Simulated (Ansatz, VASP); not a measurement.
# Two plane-wave programs on Ta2GeO

```
Ta Ge O
1.0
     3.70934    0.00000    0.00000
     0.00000    3.70934    0.00000
     0.00000    0.00000    8.47000
Ta Ge O
4 2 2
Direct
  0.50000 0.00000 0.15244
  0.00000 0.50000 0.84756
  0.00000 0.00000 0.50000
  0.50000 0.50000 0.50000
  0.50000 0.00000 0.73281
  0.00000 0.50000 0.26719
  0.00000 0.00000 0.00000
  0.50000 0.50000 0.00000
```

Change from the starting cell: species swapped into the LaSb2Au type (P4/nmm, No. 129).

Alike in both runs: task single point; functional PBE; k mesh 6 × 6 × 2; occupations gaussian, width 0.1 eV; collinear spin.

|  | VASP | Ansatz |
| --- | --- | --- |
| version | VASP 6.6.1 | Ansatz 0.2.0 |
| potentials or method | VASP PAW PBE potentials, release 64 (Ta_pv, Ge_d, O), cutoff 600 eV | scalar-relativistic, plane waves, PAW |
| valence electrons in the cell | 84 | 92 |

Ansatz gave:

| Item | Value |
| --- | --- |
| gap on the k mesh at the Fermi level (eV) | none |
| pressure (GPa) | 0.0 |
| traceless stress, the component that is largest in VASP (GPa) | -0.06 |
| rms of the force components (eV/Å) | 0.004 |
| net moment per atom (μB) | 0.00 |

Q: Estimate VASP's values.

A: gap on the k mesh at the Fermi level (eV): none; pressure (GPa): 0.3; traceless stress, the component that is largest in VASP (GPa): -0.11; rms of the force components (eV/Å): 0.009; net moment per atom (μB): 0.00.

Atom by atom the forces differ by 0.012 eV/Å (rms over components). A gap of «none» marks a metal or a gap that the smearing closes. With one functional, cell and mesh, what is left measures potentials, basis and numerics. VASP's potentials hold 84 valence electrons a cell and Ansatz's 92, so a difference there can come from the potentials and not from the codes. Ansatz's warnings: seeded moment not kept.

The k mesh is coarse, so the values compare programs but aren't converged. Neither program's run includes spin-orbit coupling.
